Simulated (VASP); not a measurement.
# Nd (P-3m1) in VASP: single point with PBE

Aim: the single point of Nd with PBE.

All numbers are computed with VASP 6.6.1; they aren't measurements. Logs are shortened: lines on timing, memory, paths and dates and some standing lists are left out, and cuts for length are marked.

**1. The cell of the first run**

It takes space group P-3m1 (No. 164, trigonal). The conventional cell has a = 3.694 Å, b = 3.694 Å, c = 5.871 Å, α = 90.00°, β = 90.00°, γ = 120.00°. Within 4.7 Å of Nd (site symmetry 3m) lie 12 Nd at 3.60 to 3.69 Å.

**2. Single point, PBE, collinear spin, ferromagnetic start (atom 2 (Nd) moved by [0.0, 0.0, 0.03] A)**

File INCAR:

```
PREC     = Accurate       # precision mode
ENCUT    = 520            # plane-wave cutoff, eV
EDIFF    = 1E-6           # SCF threshold, eV
ISMEAR   = -1             # smearing method
SIGMA    = 0.05           # smearing width, eV
LREAL    = False          # projectors in reciprocal space
LASPH    = True           # aspherical terms in the spheres
NELM     = 150            # most SCF steps
ALGO     = Normal         # electronic algorithm
ISIF     = 2              # what is computed and relaxed
LWAVE    = False          # write WAVECAR
LCHARG   = False          # write CHGCAR
ISPIN    = 2              # spin polarisation
MAGMOM   = 3 3            # initial moments
LORBIT   = 11             # projections on sites
LMAXMIX  = 6              # l up to which the mixer works
GGA      = PE             # functional
NBANDS   = 25             # bands
```

File KPOINTS:

```
regular mesh
0
Gamma
  11 11 6
```

File POSCAR:

```
Nd
1.0
    3.6940010995      0.0000000000      0.0000000000
   -1.8470005497      3.1990987938      0.0000000000
    0.0000000000      0.0000000000      5.8708840430
Nd
2
Direct
    0.3333333333      0.6666666667      0.2500000000
    0.6666666667      0.3333333333      0.7551099630
```

Potentials or basis: VASP PAW PBE potentials, release 64 (Nd).

On the command line:

```sh
cat potpaw_PBE.64/Nd/POTCAR > POTCAR
mpirun -np 1 vasp_std > vasp.out
```

OUTCAR:

```text
PREC = Accurate
   ENCUT = 520
   EDIFF = 1E-6
   ISMEAR = -1
   LREAL = False
   LASPH = True
   NELM = 150
   ISIF = 2
   ISPIN = 2
   LORBIT = 11
   GGA = PE

 ion  position               nearest neighbor table
   1  0.333  0.667  0.250-
   2  0.667  0.333  0.755-

  LATTYP: Found a hexagonal cell.
 ALAT       =     3.6940010995
 C/A-ratio  =     1.5893021915

  Lattice vectors:

 A1 = (   3.6940010995,   0.0000000000,   0.0000000000)
 A2 = (  -1.8470005497,   3.1990987938,   0.0000000000)
 A3 = (   0.0000000000,   0.0000000000,   5.8708840430)

Analysis of symmetry for initial positions (statically):
=====================================================================
 Subroutine PRICEL returns:
 Original cell was already a primitive cell.

 Routine SETGRP: Setting up the symmetry group for a
 hexagonal supercell.

 Subroutine GETGRP returns: Found 12 space group operations
 (whereof  6 operations were pure point group operations)
 out of a pool of 24 trial point group operations.

The static configuration has the point symmetry C_3v.
 The point group associated with its full space group is D_3d.

Analysis of symmetry for dynamics (positions and initial velocities):
=====================================================================
 Subroutine PRICEL returns:
 Original cell was already a primitive cell.

 Routine SETGRP: Setting up the symmetry group for a
 hexagonal supercell.

 Subroutine GETGRP returns: Found 12 space group operations
 (whereof  6 operations were pure point group operations)
 out of a pool of 24 trial point group operations.

The dynamic configuration has the point symmetry C_3v.
 The point group associated with its full space group is D_3d.

Analysis of structural, dynamic, and magnetic symmetry:
=====================================================================
 Subroutine PRICEL returns:
 Original cell was already a primitive cell.

 Routine SETGRP: Setting up the symmetry group for a
 hexagonal supercell.

 Subroutine GETGRP returns: Found 12 space group operations
 (whereof  6 operations were pure point group operations)
 out of a pool of 24 trial point group operations.

The overall configuration has the point symmetry C_3v.
 The point group associated with its full space group is D_3d.

 Subroutine INISYM returns: Found 12 space group operations
 (whereof  6 operations are pure point group operations),
 and found     1 'primitive' translations

----------------------------------------------------------------------------------------

                                     Primitive cell

  volume of cell :      69.3790

  direct lattice vectors                    reciprocal lattice vectors
     3.694001099  0.000000000  0.000000000     0.270709178  0.156294017  0.000000000
    -1.847000550  3.199098794  0.000000000     0.000000000  0.312588033  0.000000000
     0.000000000  0.000000000  5.870884043     0.000000000  0.000000000  0.170332099

  length of vectors
     3.694001099  3.694001099  5.870884043     0.312588033  0.312588033  0.170332099

  position of ions in fractional coordinates (direct lattice)
     0.333333333  0.666666667  0.250000000
     0.666666667  0.333333333  0.755109963

  ion indices of the primitive-cell ions
   primitive index   ion index
                 1           1
                 2           2

----------------------------------------------------------------------------------------

 KPOINTS: regular mesh

Automatic generation of k-mesh.
 Grid dimensions read from file:
 generate k-points for:   11   11    6

 Generating k-lattice:

  Cartesian coordinates                     Fractional coordinates (reciprocal lattice)
     0.024609925  0.014208547  0.000000000     0.090909091 -0.000000000  0.000000000
     0.000000000  0.028417094  0.000000000     0.000000000  0.090909091  0.000000000
     0.000000000  0.000000000  0.028388683     0.000000000  0.000000000  0.166666667

  Length of vectors
     0.028417094  0.028417094  0.028388683

  Shift w.r.t. Gamma in fractional coordinates (k-lattice)
     0.000000000  0.000000000  0.000000000

 Subroutine IBZKPT returns following result:
 ===========================================

 Found     84 irreducible k-points:

 Following reciprocal coordinates:
            Coordinates               Weight
  0.000000  0.000000  0.000000      1.000000
  0.090909  0.000000  0.000000      6.000000
  0.181818  0.000000  0.000000      6.000000
  0.272727  0.000000  0.000000      6.000000
  0.363636  0.000000  0.000000      6.000000
  0.454545  0.000000  0.000000      6.000000
[... 16 lines left out ...]
  0.000000  0.272727  0.166667      6.000000
  0.363636  0.000000  0.166667      6.000000
 [... further k-points ...]
   k-points           NKPTS =     84   k-points in BZ     NKDIM =     84   number of bands    NBANDS=     25
   number of dos      NEDOS =    301   number of ions     NIONS =      2
   total plane-waves  NPLWV =  37632
   dimension x,y,z NGX =    28 NGY =   28 NGZ =   48
   dimension x,y,z NGXF=    56 NGYF=   56 NGZF=   96
   ions per type =               2
   NGX,Y,Z   is equivalent  to a cutoff of  12.60, 12.60, 13.59 a.u.
   NGXF,Y,Z  is equivalent  to a cutoff of  25.20, 25.20, 27.18 a.u.
 SYSTEM =  unknown system
   PREC   = accura    normal or accurate (medium, high low for compatibility)
   ISTART =      0    job   : 0-new  1-cont  2-samecut
   ICHARG =      2    charge: 1-file 2-atom 10-const
   ISPIN  =      2    spin polarized calculation?
   LNONCOLLINEAR =      F non collinear calculations
   LSORBIT =      F    spin-orbit coupling
   LASPH  =      T    aspherical Exc in radial PAW
   ENCUT  =  520.0 eV  38.22 Ry    6.18 a.u.   6.87  6.87 10.92*2*pi/ulx,y,z
   NELM   =    150;   NELMIN=  2; NELMDL= -5     # of ELM steps
   EDIFF  = 0.1E-05   stopping-criterion for ELM
   LREAL  =      F    real-space projection
   EDIFFG = 0.1E-04   stopping-criterion for IOM
   NSW    =      0    number of steps for IOM
   IBRION =     -1    ionic relax: 0-MD 1-quasi-New 2-CG
   NFREE  =      0    steps in history (QN), initial steepest desc. (CG)
   ISIF   =      2    stress and relaxation
   ISYM   =      2    0-nonsym 1-usesym 2-fastsym
   POTIM  = 0.5000    time-step for ionic-motion
   TEBEG  =    0.0;   TEEND  =   0.0 temperature during run
   PSTRESS=    0.0 pullay stress
   NELECT =      28.0000    total number of electrons
   NUPDOWN=      -1.0000    fix difference up-down
   EMIN   =  10.00;   EMAX   =-10.00  energy-range for DOS
   EFERMI =   0.00;   METHOD = LEGACY
   ISMEAR =    -1;   SIGMA  =   0.05  broadening in eV -4-tet -1-fermi 0-gaus
   EFERMI_NEDOS =   21; number of points for ismear=-14 and -15
   IALGO  =     38    algorithm
   IMIX   =      4    mixing-type and parameters
     AMIX     =   0.40;   BMIX     =  1.00
     AMIX_MAG =   1.60;   BMIX_MAG =  1.00
  volume/ion in A,a.u.               =      34.69       234.10
  Fermi-wavevector in a.u.,A,eV,Ry     =   1.209813  2.286214 19.914121  1.463647
  Thomas-Fermi vector in A             =   2.345379
   LORBIT       =     11    0 simple, 1 ext, 2 COOP (PROOUT), +10 PAW based schemes
   GGA     = PE    functional components
   LHFCALC =     F    Hartree Fock is set to
   AEXX    =    0.0000 exact exchange contribution
   IVDW    =     0    specifies the selected vdW correction
   LEPSILON=     F    determine dielectric tensor
   LRPA    =     F    only Hartree local field effects (RPA)
 spin polarized calculation
  energy-cutoff  :      520.00
  volume of cell :       69.38
 maximum number of plane-waves:      1886
   NGX = 13   NGY = 13   NGZ = 21

 number of electron      28.0000000 magnetization       8.1963381

 Free energy of the ion-electron system (eV)
  ---------------------------------------------------
  ext. energy  EPLUGINS =         0.00000000
  ---------------------------------------------------
  free energy    TOTEN  =       -12.99526989 eV

  energy without entropy =      -12.93699024  energy(sigma->0) =      -12.96613006

 E-fermi :   4.5635     XC(G=0):  -9.8197

 val. band max:        4.5620329942   @ k =   0.1818   0.1818   0.3333
 cond. band min:       4.5635124877   @ k =   0.4545   0.0909   0.1667
 fundamental gap:      0.0014794935
 Fermi energy:         4.5634926636

 spin component 1

 k-point     1 :       0.0000    0.0000    0.0000
  band No.  band energies     occupation
      1     -32.7897      1.00000
      2     -32.6402      1.00000
      3     -14.5985      1.00000
      4     -13.6449      1.00000
      5     -13.6449      1.00000
      6     -13.4764      1.00000
[... 17 lines left out ...]
     24       5.1906      0.00000
     25       6.1884      0.00000

 k-point     2 :       0.0909    0.0000    0.0000
  band No.  band energies     occupation
      1     -32.7809      1.00000
      2     -32.6367      1.00000
      3     -14.5695      1.00000
      4     -13.7129      1.00000
      5     -13.6670      1.00000
      6     -13.5472      1.00000
[... 17 lines left out ...]
     24       5.1873      0.00000
     25       5.8793      0.00000

 k-point     3 :       0.1818    0.0000    0.0000
  band No.  band energies     occupation
      1     -32.7564      1.00000
      2     -32.6275      1.00000
      3     -14.4868      1.00000
      4     -13.8931      1.00000
      5     -13.7287      1.00000
      6     -13.7231      1.00000
[... 552 lines left out ...]
 k-point    23 :       0.0000    0.2727    0.1667
  band No.  band energies     occupation
      1     -32.7154      1.00000
      2     -32.6242      1.00000
      3     -14.3716      1.00000
      4     -14.0579      1.00000
      5     -13.9961      1.00000
      6     -13.7765      1.00000
[... 17 lines left out ...]
     24       5.1023      0.00002
     25       5.4469      0.00000

 k-point    24 :       0.3636    0.0000    0.1667
  band No.  band energies     occupation
      1     -32.6826      1.00000
      2     -32.6159      1.00000
      3     -14.4079      1.00000
      4     -14.2282      1.00000
      5     -14.0594      1.00000
      6     -13.8353      1.00000
[... 17 lines left out ...]
     24       5.1479      0.00001
     25       5.3795      0.00000

 [... further k-points ...]

 spin component 2

 k-point     1 :       0.0000    0.0000    0.0000
  band No.  band energies     occupation
      1     -31.1519      1.00000
      2     -30.9897      1.00000
      3     -13.3183      1.00000
      4     -12.3536      1.00000
      5     -12.3536      1.00000
      6     -12.1777      1.00000
[... 17 lines left out ...]
     24       7.5153      0.00000
     25       7.5327      0.00000

 k-point     2 :       0.0909    0.0000    0.0000
  band No.  band energies     occupation
      1     -31.1422      1.00000
      2     -30.9857      1.00000
      3     -13.2874      1.00000
      4     -12.4264      1.00000
      5     -12.3774      1.00000
      6     -12.2534      1.00000
[... 17 lines left out ...]
     24       7.4695      0.00000
     25       7.5432      0.00000

 k-point     3 :       0.1818    0.0000    0.0000
  band No.  band energies     occupation
      1     -31.1155      1.00000
      2     -30.9756      1.00000
      3     -13.1988      1.00000
      4     -12.6193      1.00000
      5     -12.4462      1.00000
      6     -12.4379      1.00000
[... 552 lines left out ...]
 k-point    23 :       0.0000    0.2727    0.1667
  band No.  band energies     occupation
      1     -31.0708      1.00000
      2     -30.9718      1.00000
      3     -13.0859      1.00000
      4     -12.7891      1.00000
      5     -12.7205      1.00000
      6     -12.4950      1.00000
[... 17 lines left out ...]
     24       7.3023      0.00000
     25       7.3958      0.00000

 k-point    24 :       0.3636    0.0000    0.1667
  band No.  band energies     occupation
      1     -31.0350      1.00000
      2     -30.9626      1.00000
      3     -13.1532      1.00000
      4     -12.9643      1.00000
      5     -12.7633      1.00000
      6     -12.5576      1.00000
[... 17 lines left out ...]
     24       7.1833      0.00000
     25       7.2811      0.00000

 [... further k-points ...]
[... 5 lines left out ...]
  --------------------------------------------------------------------------------------
  -------------------------------------------------------------------------------------
  Total        0.0081582      0.0081582      0.0226848      0.0000000      0.0000000      0.0000000
  in kB        0.1883990      0.1883990      0.5238621      0.0000000      0.0000000      0.0000000
  external PRESSURE =       0.3002200 kB  Pullay stress =       0.0000000 kB

 VOLUME and BASIS-vectors are now :
 -----------------------------------------------------------------------------
  energy-cutoff  :      520.00
  volume of cell :       69.38
      direct lattice vectors                 reciprocal lattice vectors
     3.694001099  0.000000000  0.000000000     0.270709178  0.156294017  0.000000000
    -1.847000550  3.199098794  0.000000000     0.000000000  0.312588033  0.000000000
     0.000000000  0.000000000  5.870884043     0.000000000  0.000000000  0.170332099

 POSITION                                       TOTAL-FORCE (eV/Angst)
 -----------------------------------------------------------------------------------
     -0.00000      2.13273      1.46772         0.000000     -0.000000      0.048801
      1.84700      1.06637      4.43316        -0.000000      0.000000     -0.048801
 -----------------------------------------------------------------------------------
    total drift:                                0.000000     -0.000000     -0.000001

  FREE ENERGIE OF THE ION-ELECTRON SYSTEM (eV)
  ---------------------------------------------------
  free  energy   TOTEN  =       -12.9952698919 eV

  energy  without entropy=      -12.9369902358  energy(sigma->0) =      -12.96613006

 total charge

# of ion       s       p       d       f       tot
--------------------------------------------------
    1        2.025   5.367   0.549   3.269  11.210
    2        2.025   5.367   0.549   3.269  11.210
--------------------------------------------------
tot          4.050  10.734   1.098   6.538  22.420

 magnetization (x)

# of ion       s       p       d       f       tot
--------------------------------------------------
    1       -0.003  -0.093   0.208   3.244   3.356
    2       -0.003  -0.093   0.208   3.244   3.356
--------------------------------------------------
tot         -0.007  -0.185   0.417   6.487   6.712
```

Wall time 12 min (1 thread of Intel Xeon Platinum 8259CL at 2.50GHz (Skylake/Cascade Lake), shared host); peak memory 0.37 GiB.

What came out:

```yaml
Free_energy: -12.9953 eV
Pressure: 0.0 GPa
Largest_force: 0.049 eV/Å
Net_moment: 8.20 μB per cell
Site_moments: Nd +3.36 μB
Valence_electrons_inside_the_program's_atomic_spheres: Nd 11.21
```

Forces in eV/Å, atoms in the order of the input:
```
Nd   0.000  0.000  0.049
Nd   0.000  0.000 -0.049
```

Levels at points of the mesh, in eV from the Fermi level:
Spin up:
| k point | band 15 | band 16 | band 17 | band 18 | band 19 | band 20 | band 21 | band 22 |
| --- | --- | --- | --- | --- | --- | --- | --- | --- |
| (0.00, 0.00, 0.00) | -0.30 | -0.30 | 0.03 | 0.13 | 0.13 | 0.19 | 0.19 | 0.19 |
| (0.00, 0.00, 0.50) | -0.30 | -0.30 | -0.05 | 0.00 | 0.23 | 0.23 | 0.23 | 0.23 |
Spin down:
```tsv
k point	band 6	band 7	band 8	band 9	band 10	band 11	band 12	band 13	band 14	band 15
(0.00, 0.00, 0.00)	-16.74	-16.74	-16.60	-3.14	-1.02	1.55	1.77	1.82	1.90	1.90
(0.00, 0.00, 0.50)	-16.84	-16.82	-16.82	-1.64	-1.63	1.26	1.35	1.77	1.78	1.95
```

Caveat: the cell differs from its parent crystal (atom 2 (Nd) moved by [0.0, 0.0, 0.03] A); the magnetic or orbital state may not be the lowest; spin-orbit coupling is left out, which moves the levels of the heavy elements; semilocal functionals describe open f shells poorly, which spoils levels, moments and volumes. The state reached can hang on the start; a lower one may exist.
